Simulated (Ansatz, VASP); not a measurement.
NbAgSe2S2O5 in VASP and in Ansatz

```
Nb Ag Se S O
1.0
     5.40650   -3.89600    0.00000
     5.40650    3.89600    0.00000
     0.00000    0.00000    7.36300
Nb Ag Se S O
2 2 4 4 10
Direct
  0.00000 0.00000 0.50000
  0.00000 0.00000 0.00000
  0.50000 0.50000 0.00000
  0.50000 0.50000 0.50000
  0.53067 0.03684 0.25000
  0.46933 0.96316 0.75000
  0.03684 0.53067 0.75000
  0.96316 0.46933 0.25000
  0.34937 0.36627 0.25000
  0.65063 0.63373 0.75000
  0.36627 0.34937 0.75000
  0.63373 0.65063 0.25000
  0.69724 0.04039 0.43813
  0.30276 0.95961 0.93813
  0.04039 0.69724 0.56187
  0.95961 0.30276 0.06187
  0.30276 0.95961 0.56187
  0.69724 0.04039 0.06187
  0.95961 0.30276 0.43813
  0.04039 0.69724 0.93813
  0.92055 0.07945 0.75000
  0.07945 0.92055 0.25000
```

Alike in both runs: functional PBE; k mesh 4 × 4 × 3; occupations fermi-dirac, width 0.02 eV; no spin polarisation.

Ansatz relaxed the structure, and its values are those at the end. VASP's run is a single point on that final structure, the one shown.

|  | VASP | Ansatz |
| --- | --- | --- |
| version | VASP 6.6.1 | Ansatz 0.2.0 |
| potentials or method | VASP PAW PBE potentials, release 64 (Nb_sv, Ag, Se, S, O) | plane-wave PAW, scalar-relativistic |
| plane-wave cutoff (eV) | 520 | 420 |
| valence electrons in the cell | 156 | 212 |

Ansatz gave:

| Item | Value |
| --- | --- |
| pressure (GPa) | 15.4 |
| rms of the force components (eV/Å) | 0.008 |

Problem. Estimate VASP's values.

Solution. Pressure (GPa): 15.4; rms of the force components (eV/Å): 0.068.

With one functional, cell and mesh, what is left measures potentials, basis and numerics. VASP's potentials hold 156 valence electrons a cell and Ansatz's 212, so a difference there can come from the potentials and not from the codes. Ansatz's warnings: stress scf threshold loose.
